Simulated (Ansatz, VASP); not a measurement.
# Pd in VASP and in Ansatz

INCAR

```
PREC = Accurate
ENCUT = 520
EDIFF = 1E-6
ISMEAR = -1
SIGMA = 0.05
LREAL = F
LASPH = T
NELM = 150
ALGO = Normal
ISIF = 2
LWAVE = F
LCHARG = F
ISPIN = 2
MAGMOM = 0.458 0.458
LORBIT = 11
LMAXMIX = 4
GGA = PE
NBANDS = 21
```

KPOINTS

```
regular mesh
0
Gamma
  15 15 15
```

POSCAR

```
Pd
1.0
    0.0000000000      2.8649925802      2.8649925802
    2.8649925802      0.0000000000      2.8649925802
    2.8649925802      2.8649925802      0.0000000000
Pd
2
Direct
    0.1250000000      0.1250000000      0.1250000000
    0.8750000000      0.8750000000      0.8750000000
```

Input for Ansatz:

```yaml
crystal:
  lattice:
    - [0.0, 2.8649925802, 2.8649925802]
    - [2.8649925802, 0.0, 2.8649925802]
    - [2.8649925802, 2.8649925802, 0.0]
  atoms:
    - { symbol: Pd, position: [0.125, 0.125, 0.125], spin: 0.458 }
    - { symbol: Pd, position: [0.875, 0.875, 0.875], spin: 0.458 }
hamiltonian:
  xc: pbe
  pseudopotentials:
    kind: paw
    azcp:
      Pd: "pseudopotentials/Pd.paw.azcp"
basis:
  ecutwfc: 420
  fft_grid_basis: typed
kpoints:
  mp_grid: { grid: [15, 15, 15], shift: [0, 0, 0] }
magnetization:
  spin_polarized: true
scf:
  occupations: { method: fermi_dirac, width: 0.05 }
output:
  stress: true
```

Alike in both runs: task single point; functional PBE; k mesh 15 × 15 × 15; occupations fermi-dirac, width 0.05 eV; collinear spin.

|  | VASP | Ansatz |
| --- | --- | --- |
| version | VASP 6.6.1 | Ansatz 0.2.0 |
| potentials or method | VASP PAW PBE potentials, release 64 (Pd), cutoff 520 eV | plane waves (420 eV) with PAW, scalar-relativistic |
| valence electrons in the cell | 20 | 36 |

```csv
,VASP,Ansatz,Ansatz less VASP
pressure (GPa),2.7,3.1,+0.38
net moment per atom (μB),0.48,0.48,0.000
size of the moment on the site where the two differ most (μB),0.47,0.46,-0.003
```

Site moments also hang on the region over which each program counts them. VASP's potentials hold 20 valence electrons a cell and Ansatz's 36, so a difference there can come from the potentials and not from the codes.
